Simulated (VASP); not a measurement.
Here is a VASP 6.6.1 calculation.

Contents of INCAR:

```
SYSTEM = Al
PREC = Accurate ; ENCUT = 520
EDIFF = 1E-7 ; ISMEAR = 0
SIGMA = 0.15 ; LREAL = .FALSE.
LASPH = .TRUE. ; NELM = 80
ALGO = Fast ; ISIF = 2
LWAVE = .FALSE. ; LCHARG = .FALSE.
GGA = PS ; IVDW = 12
NBANDS = 10
```

The input KPOINTS:

```
regular mesh
0
G
  18 18 10
  0 0 0
```

Contents of POSCAR:

```
Al
1.0
    2.8124553515      0.0000000000      0.0878892297
   -1.4062276757      2.4356577814     -0.0439446149
    0.1520890625      0.0000000000      4.8668500000
Al
2
Direct
    0.6666666667      0.3333333333      0.7500000000
    0.3333333333      0.6666666667      0.2500000000
```

Potentials or basis: VASP PAW PBE potentials, release 64 (Al).

Run with:

```console
$ cat potpaw_PBE.64/Al/POTCAR > POTCAR
$ mpirun -np 1 vasp_std > vasp.out
```

Estimate the pressure.

-4.2 GPa.

Predict the largest force.

0.025 eV/Å.

Forces in eV/Å, atoms in the order of the input:
```
Al   0.000 -0.025  0.000
Al   0.000  0.025  0.000
```

Caveat: the cell differs from its parent crystal (strain +0.0625 x Voigt [0, 0, 0, 0, 1, 0]); the PAW data sets were made with another functional, which shifts forces and pressure a little; pairwise dispersion overbinds metals, which lowers pressure and volume.
